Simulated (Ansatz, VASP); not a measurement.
## Na2S: VASP beside Ansatz

The input INCAR:

```
SYSTEM = Na2S
PREC     = Accurate       ! precision mode
ENCUT    = 500            ! plane-wave cutoff, eV
EDIFF    = 1E-6           ! SCF threshold, eV
ISMEAR   = 0              ! smearing method
SIGMA    = 0.05           ! smearing width, eV
LREAL    = .False.        ! projectors in reciprocal space
LASPH    = .True.         ! aspherical terms in the spheres
NELM     = 120            ! most SCF steps
ALGO     = Normal         ! electronic algorithm
ISIF     = 2              ! what is computed and relaxed
LWAVE    = .False.        ! write WAVECAR
LCHARG   = .False.        ! write CHGCAR
GGA      = PS             ! functional
IVDW     = 12             ! dispersion correction
NBANDS   = 17             ! bands
GGA_COMPAT= .False.
```

KPOINTS

```
Automatic mesh
0
Gamma
  6 6 6
  0 0 0
```

POSCAR

```
Na2S
1.0
    0.0000000000      3.2320904381      3.2320904381
    3.2320904381      0.0000000000      3.2320904381
    3.2320904381      3.2320904381      0.0000000000
Na S
2 1
Direct
    0.2500000000      0.2500000000      0.2500000000
    0.7500000000      0.7500000000      0.7500000000
    0.0000000000      0.0000000000      0.0000000000
```

Input for Ansatz:

```yaml
crystal:
  lattice:
    - [0.0, 3.2320904381, 3.2320904381]
    - [3.2320904381, 0.0, 3.2320904381]
    - [3.2320904381, 3.2320904381, 0.0]
  atoms:
    - { symbol: Na, position: [0.25, 0.25, 0.25] }
    - { symbol: Na, position: [0.75, 0.75, 0.75] }
    - { symbol: S, position: [0.0, 0.0, 0.0] }
basis:
  ecutwfc: 420
  ecutrho_ratio: 4
kpoints:
  mp_grid: { grid: [6, 6, 6] }
hamiltonian:
  xc: pbesol
  dispersion: d3bj
scf:
  occupations: { method: gaussian, width: 0.05 }
output:
  forces: true
  stress: true
  eigenvalues: true
```

Alike in both runs: task single point; functional PBEsol; dispersion D3(BJ); k mesh 6 × 6 × 6; occupations gaussian, width 0.05 eV; no spin polarisation.

|  | VASP | Ansatz |
| --- | --- | --- |
| version | VASP 6.6.1 | Ansatz 0.2.0 |
| potentials or method | VASP PAW PBE potentials, release 64 (Na_pv, S), cutoff 500 eV | scalar-relativistic, plane waves, PAW |
| valence electrons in the cell | 20 | 24 |

```csv
,VASP,Ansatz,Ansatz less VASP
gap on the k mesh at the Fermi level (eV),2.48,2.48,+0.004
least direct gap on the mesh (eV),2.48,2.48,+0.004
pressure (GPa),-1.2,-1.2,-0.05
```

VASP's potentials were made for PBE, not for PBEsol. VASP's potentials hold 20 valence electrons a cell and Ansatz's 24, so a difference there can come from the potentials and not from the codes.
